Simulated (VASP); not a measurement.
Crystal: Se.

```
Se
1.0
     2.81056    0.00000    0.00000
     0.00000    2.81056    0.00000
     0.00000    0.00000    2.81056
Se
1
Direct
  0.00000 0.00000 0.00000
```

* Program: VASP 6.6.1
* Task: relaxation of cell and atoms
* Functional: LDA
* Potentials or basis: VASP PAW LDA potentials, release 64 (Se)
* Cutoff: 600 eV
* k mesh: 9 × 9 × 9
* Occupations: fermi-dirac, width 0.05 eV
* Spin: no spin polarisation

At the start: pressure -3.0 GPa; volume 22.20 Å³/atom.

Q: Where does the relaxation end?

A: Over 3 steps the energy falls by 7.9 meV/atom and the volume is 21.37 Å³/atom (-3.7 %); space group Pm-3m (No. 221, to 0.05 Å).

The path:
| step | energy change (eV) | largest force (eV/Å) | pressure (GPa) | volume (Å³) |
| --- | --- | --- | --- | --- |
| 1 | 0.0000 | 0.0000 | -2.95 | 22.20 |
| 2 | -0.0053 | 0.0000 | 1.89 | 20.91 |
| 3 | -0.0079 | 0.0000 | -0.01 | 21.37 |

Final structure:
```
Se
1.0
     2.77507    0.00000    0.00000
     0.00000    2.77507    0.00000
     0.00000    0.00000    2.77507
Se
1
Direct
  0.00000 0.00000 0.00000
```
